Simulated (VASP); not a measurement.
# Sb (P6_3/mmc) in VASP: a series of runs

Runs on Sb. Level: PBEsol. Tasks: single point.

Program: VASP 6.6.1. These are calculated values, not measurements. Logs are shortened: lines on timing, memory, paths and dates and some standing lists are left out, and cuts for length are marked.

### 1 The cell of the first run

It takes space group P6_3/mmc (No. 194, hexagonal). The conventional cell has a = 3.315 Å, b = 3.315 Å, c = 5.482 Å, α = 90.00°, β = 90.00°, γ = 120.00°. Sb (site symmetry -6m2) has 12 Sb at 3.32 to 3.34 Å within 4.4 Å.

This isn't the form of Sb at room conditions, which is rhombohedral.

### 2 Single point, PBEsol

INCAR reads:

```
SYSTEM = Sb
PREC = Accurate
ENCUT = 520
EDIFF = 1E-7
ISMEAR = -1
SIGMA = 0.1
LREAL = .FALSE.
LASPH = .TRUE.
NELM = 100
ALGO = Normal
ISIF = 2
LWAVE = .FALSE.
LCHARG = .FALSE.
GGA = PS
NBANDS = 12
```

KPOINTS reads:

```
Automatic mesh
0
G
  11 11 6
  0 0 0
```

POSCAR reads:

```
Sb
1.0
    3.3151258720      0.0000000000      0.0000000000
   -1.6575629360      2.8709832219      0.0000000000
    0.0000000000      0.0000000000      5.4817690713
Sb
2
Direct
    0.3333333333      0.6666666667      0.2500000000
    0.6666666667      0.3333333333      0.7500000000
```

Potentials or basis: VASP PAW PBE potentials, release 64 (Sb).

On the command line:

```bash
$ cat potpaw_PBE.64/Sb/POTCAR > POTCAR
$ mpirun -np 1 vasp_std > vasp.out
```

OUTCAR:

```text
SYSTEM = Sb
   PREC = Accurate
   ENCUT = 520
   EDIFF = 1E-7
   ISMEAR = -1
   LREAL = .FALSE.
   LASPH = .TRUE.
   NELM = 100
   ISIF = 2
   GGA = PS

 ion  position               nearest neighbor table
   1  0.333  0.667  0.250-   2 3.34   2 3.34   2 3.34   2 3.34   2 3.34   2 3.34
   2  0.667  0.333  0.750-   1 3.34   1 3.34   1 3.34   1 3.34   1 3.34   1 3.34

  LATTYP: Found a hexagonal cell.
 ALAT       =     3.3151258720
 C/A-ratio  =     1.6535628760

  Lattice vectors:

 A1 = (   3.3151258720,   0.0000000000,   0.0000000000)
 A2 = (  -1.6575629360,   2.8709832219,   0.0000000000)
 A3 = (   0.0000000000,   0.0000000000,   5.4817690713)

Analysis of symmetry for initial positions (statically):
=====================================================================
 Subroutine PRICEL returns:
 Original cell was already a primitive cell.

 Routine SETGRP: Setting up the symmetry group for a
 hexagonal supercell.

 Subroutine GETGRP returns: Found 24 space group operations
 (whereof 12 operations were pure point group operations)
 out of a pool of 24 trial point group operations.

The static configuration has the point symmetry D_3d.
 The point group associated with its full space group is D_6h.

Analysis of symmetry for dynamics (positions and initial velocities):
=====================================================================
 Subroutine PRICEL returns:
 Original cell was already a primitive cell.

 Routine SETGRP: Setting up the symmetry group for a
 hexagonal supercell.

 Subroutine GETGRP returns: Found 24 space group operations
 (whereof 12 operations were pure point group operations)
 out of a pool of 24 trial point group operations.

The dynamic configuration has the point symmetry D_3d.
 The point group associated with its full space group is D_6h.

 Subroutine INISYM returns: Found 24 space group operations
 (whereof 12 operations are pure point group operations),
 and found     1 'primitive' translations

----------------------------------------------------------------------------------------

                                     Primitive cell

  volume of cell :      52.1737

  direct lattice vectors                    reciprocal lattice vectors
     3.315125872  0.000000000  0.000000000     0.301647671  0.174156364  0.000000000
    -1.657562936  2.870983222  0.000000000     0.000000000  0.348312729  0.000000000
     0.000000000  0.000000000  5.481769071     0.000000000  0.000000000  0.182422861

  length of vectors
     3.315125872  3.315125872  5.481769071     0.348312729  0.348312729  0.182422861

  position of ions in fractional coordinates (direct lattice)
     0.333333333  0.666666667  0.250000000
     0.666666667  0.333333333  0.750000000

  ion indices of the primitive-cell ions
   primitive index   ion index
                 1           1
                 2           2

----------------------------------------------------------------------------------------

 KPOINTS: Automatic mesh

Automatic generation of k-mesh.
 Grid dimensions read from file:
 generate k-points for:   11   11    6

 Generating k-lattice:

  Cartesian coordinates                     Fractional coordinates (reciprocal lattice)
     0.027422516  0.015832397  0.000000000     0.090909091  0.000000000  0.000000000
     0.000000000  0.031664794  0.000000000     0.000000000  0.090909091  0.000000000
     0.000000000  0.000000000  0.030403810     0.000000000  0.000000000  0.166666667

  Length of vectors
     0.031664794  0.031664794  0.030403810

  Shift w.r.t. Gamma in fractional coordinates (k-lattice)
     0.000000000  0.000000000  0.000000000

 Subroutine IBZKPT returns following result:
 ===========================================

 Found     64 irreducible k-points:

 Following reciprocal coordinates:
            Coordinates               Weight
  0.000000  0.000000  0.000000      1.000000
  0.090909  0.000000  0.000000      6.000000
  0.181818  0.000000  0.000000      6.000000
  0.272727  0.000000  0.000000      6.000000
  0.363636  0.000000  0.000000      6.000000
  0.454545  0.000000  0.000000      6.000000
[... 16 lines left out ...]
  0.090909  0.090909  0.166667     12.000000
  0.181818  0.090909  0.166667     24.000000
 [... further k-points ...]
   k-points           NKPTS =     64   k-points in BZ     NKDIM =     64   number of bands    NBANDS=     12
   number of dos      NEDOS =    301   number of ions     NIONS =      2
   total plane-waves  NPLWV =  32928
   dimension x,y,z NGX =    28 NGY =   28 NGZ =   42
   dimension x,y,z NGXF=    56 NGYF=   56 NGZF=   84
   ions per type =               2
   NGX,Y,Z   is equivalent  to a cutoff of  14.04, 14.04, 12.74 a.u.
   NGXF,Y,Z  is equivalent  to a cutoff of  28.08, 28.08, 25.47 a.u.
 SYSTEM =  Sb
   PREC   = accura    normal or accurate (medium, high low for compatibility)
   ISTART =      0    job   : 0-new  1-cont  2-samecut
   ICHARG =      2    charge: 1-file 2-atom 10-const
   ISPIN  =      1    spin polarized calculation?
   LNONCOLLINEAR =      F non collinear calculations
   LSORBIT =      F    spin-orbit coupling
   LASPH  =      T    aspherical Exc in radial PAW
   ENCUT  =  520.0 eV  38.22 Ry    6.18 a.u.   6.16  6.16 10.19*2*pi/ulx,y,z
   NELM   =    100;   NELMIN=  2; NELMDL= -5     # of ELM steps
   EDIFF  = 0.1E-06   stopping-criterion for ELM
   LREAL  =      F    real-space projection
   EDIFFG = 0.1E-05   stopping-criterion for IOM
   NSW    =      0    number of steps for IOM
   IBRION =     -1    ionic relax: 0-MD 1-quasi-New 2-CG
   NFREE  =      0    steps in history (QN), initial steepest desc. (CG)
   ISIF   =      2    stress and relaxation
   ISYM   =      2    0-nonsym 1-usesym 2-fastsym
   POTIM  = 0.5000    time-step for ionic-motion
   TEBEG  =    0.0;   TEEND  =   0.0 temperature during run
   PSTRESS=    0.0 pullay stress
   NELECT =      10.0000    total number of electrons
   NUPDOWN=      -1.0000    fix difference up-down
   EMIN   =  10.00;   EMAX   =-10.00  energy-range for DOS
   EFERMI =   0.00;   METHOD = LEGACY
   ISMEAR =    -1;   SIGMA  =   0.10  broadening in eV -4-tet -1-fermi 0-gaus
   EFERMI_NEDOS =   21; number of points for ismear=-14 and -15
   IALGO  =     38    algorithm
   IMIX   =      4    mixing-type and parameters
     AMIX     =   0.40;   BMIX     =  1.00
     AMIX_MAG =   1.60;   BMIX_MAG =  1.00
  volume/ion in A,a.u.               =      26.09       176.04
  Fermi-wavevector in a.u.,A,eV,Ry     =   0.943896  1.783706 12.121982  0.890941
  Thomas-Fermi vector in A             =   2.071649
   LORBIT       =      0    0 simple, 1 ext, 2 COOP (PROOUT), +10 PAW based schemes
   GGA     = PS    functional components
   LHFCALC =     F    Hartree Fock is set to
   AEXX    =    0.0000 exact exchange contribution
   IVDW    =     0    specifies the selected vdW correction
   LEPSILON=     F    determine dielectric tensor
   LRPA    =     F    only Hartree local field effects (RPA)
 non-spin polarized calculation
  energy-cutoff  :      520.00
  volume of cell :       52.17
 maximum number of plane-waves:      1419
 NGX is ok and might be reduce to    28
   NGX = 13   NGY = 13   NGZ = 21

 number of electron      10.0000000 magnetization

 Free energy of the ion-electron system (eV)
  ---------------------------------------------------
  ext. energy  EPLUGINS =         0.00000000
  ---------------------------------------------------
  free energy    TOTEN  =        -8.71564545 eV

  energy without entropy =       -8.68404581  energy(sigma->0) =       -8.69984563

 E-fermi :   8.8514     XC(G=0): -10.4696

 val. band max:        8.7495358548   @ k =   0.1818   0.0000   0.0000
 cond. band min:       8.8688992088   @ k =   0.4545   0.0000   0.3333
 fundamental gap:      0.1193633539
 Fermi energy:         8.8514027732

 k-point     1 :       0.0000    0.0000    0.0000
  band No.  band energies     occupation
      1      -4.3951      2.00000
      2      -0.5807      2.00000
      3       2.7430      2.00000
      4      12.6641      0.00000
      5      12.6641      0.00000
      6      14.2385      0.00000
      7      14.2988      0.00000
      8      14.2988      0.00000
      9      16.8163      0.00000
     10      17.8208      0.00000
     11      18.9428      0.00000
     12      18.9428      0.00000

 k-point     2 :       0.0909    0.0000    0.0000
  band No.  band energies     occupation
      1      -4.2436      2.00000
      2      -0.4452      2.00000
      3       2.9007      2.00000
      4      11.2003      0.00000
      5      12.0963      0.00000
      6      13.4909      0.00000
      7      14.1148      0.00000
      8      14.3970      0.00000
      9      16.8727      0.00000
     10      17.9303      0.00000
     11      19.0223      0.00000
     12      19.0348      0.00000

 k-point     3 :       0.1818    0.0000    0.0000
  band No.  band energies     occupation
      1      -3.7912      2.00000
      2      -0.0485      2.00000
      3       3.3694      2.00000
      4       8.7495      1.46943
      5      11.1282      0.00000
      6      11.6818      0.00000
      7      13.4897      0.00000
      8      14.0734      0.00000
      9      15.4044      0.00000
     10      17.6021      0.00000
     11      18.6236      0.00000
     12      19.3149      0.00000

 k-point     4 :       0.2727    0.0000    0.0000
  band No.  band energies     occupation
      1      -3.0463      2.00000
      2       0.5588      2.00000
      3       4.1327      2.00000
      4       6.3959      2.00000
      5       9.5698      0.00152
      6      10.2629      0.00000
      7      12.0975      0.00000
      8      13.4527      0.00000
      9      14.3299      0.00000
     10      16.9123      0.00000
     11      18.1229      0.00000
     12      18.7577      0.00000

 k-point     5 :       0.3636    0.0000    0.0000
  band No.  band energies     occupation
      1      -2.0385      2.00000
      2       1.1366      2.00000
      3       4.5858      2.00000
      4       5.1459      2.00000
      5       7.5345      2.00000
      6       9.6415      0.00074
      7      10.3800      0.00000
      8      12.9111      0.00000
      9      13.6745      0.00000
     10      16.5712      0.00000
     11      17.7254      0.00000
     12      18.3125      0.00000
[... 228 lines left out ...]
      1      -1.9053      2.00000
      2       0.7530      2.00000
      3       4.2872      2.00000
      4       6.2181      2.00000
      5       6.9500      2.00000
      6       9.7854      0.00018
      7      10.9624      0.00000
      8      12.5258      0.00000
      9      13.8438      0.00000
     10      15.7008      0.00000
     11      17.2511      0.00000
     12      18.8879      0.00000

 k-point    22 :       0.4545    0.0000    0.1667
  band No.  band energies     occupation
      1      -0.7973      2.00000
      2       0.8562      2.00000
      3       3.6452      2.00000
      4       5.2908      2.00000
      5       7.1622      2.00000
      6       9.4649      0.00432
      7       9.6550      0.00065
      8      12.2254      0.00000
      9      13.5097      0.00000
     10      15.5105      0.00000
     11      17.7538      0.00000
     12      18.6683      0.00000

 k-point    23 :       0.0909    0.0909    0.1667
  band No.  band energies     occupation
      1      -3.8031      2.00000
      2      -0.7774      2.00000
      3       4.0850      2.00000
      4       9.8406      0.00010
      5      10.7253      0.00000
      6      12.2324      0.00000
      7      13.2206      0.00000
      8      13.3871      0.00000
      9      16.6872      0.00000
     10      17.1182      0.00000
     11      17.9285      0.00000
     12      18.9619      0.00000

 k-point    24 :       0.1818    0.0909    0.1667
  band No.  band energies     occupation
      1      -3.2048      2.00000
      2      -0.2366      2.00000
      3       4.6293      2.00000
      4       7.7220      1.99998
      5       9.2860      0.02558
      6      10.6644      0.00000
      7      12.3513      0.00000
      8      12.9232      0.00000
      9      15.9143      0.00000
     10      16.7661      0.00000
     11      17.4142      0.00000
     12      18.5465      0.00000

 [... further k-points ...]

------------------------ aborting loop because EDIFF is reached ----------------------------------------

  FORCE on cell =-STRESS in cart. coord.  units (eV):
  Direction    XX          YY          ZZ          XY          YZ          ZX
  --------------------------------------------------------------------------------------
  -------------------------------------------------------------------------------------
  Total       -0.0001148     -0.0001148     -0.0011473      0.0000000      0.0000000      0.0000000
  in kB       -0.0035267     -0.0035267     -0.0352305      0.0000000      0.0000000      0.0000000
  external PRESSURE =      -0.0140946 kB  Pullay stress =       0.0000000 kB

 VOLUME and BASIS-vectors are now :
 -----------------------------------------------------------------------------
  energy-cutoff  :      520.00
  volume of cell :       52.17
      direct lattice vectors                 reciprocal lattice vectors
     3.315125872  0.000000000  0.000000000     0.301647671  0.174156364  0.000000000
    -1.657562936  2.870983222  0.000000000     0.000000000  0.348312729  0.000000000
     0.000000000  0.000000000  5.481769071     0.000000000  0.000000000  0.182422861

 POSITION                                       TOTAL-FORCE (eV/Angst)
 -----------------------------------------------------------------------------------
     -0.00000      1.91399      1.37044         0.000000      0.000000      0.000000
      1.65756      0.95699      4.11133        -0.000000     -0.000000      0.000000
 -----------------------------------------------------------------------------------
    total drift:                                0.000000     -0.000000      0.000000

  FREE ENERGIE OF THE ION-ELECTRON SYSTEM (eV)
  ---------------------------------------------------
  free  energy   TOTEN  =        -8.7156454484 eV

  energy  without entropy=       -8.6840458138  energy(sigma->0) =       -8.69984563
```

Run time: 21 s. Hardware: 1 thread of AMD EPYC 9R45 (Zen 5), shared host; peak memory 0.16 GiB.

What came out:

| Item | Value |
| --- | --- |
| Free energy | -8.7156 eV |
| Pressure | 0.0 GPa |
| Band gap on the k mesh | zero (bands 5 and 6 overlap by 7.63 eV) |

Caveat: the PAW data sets were made with another functional, which shifts forces and pressure a little; spin-orbit coupling is left out, which moves the levels of the heavy elements.

(Continued in part 2 of 2.)

The gap in the log of VASP goes by the Fermi energy; the results here count the filled bands.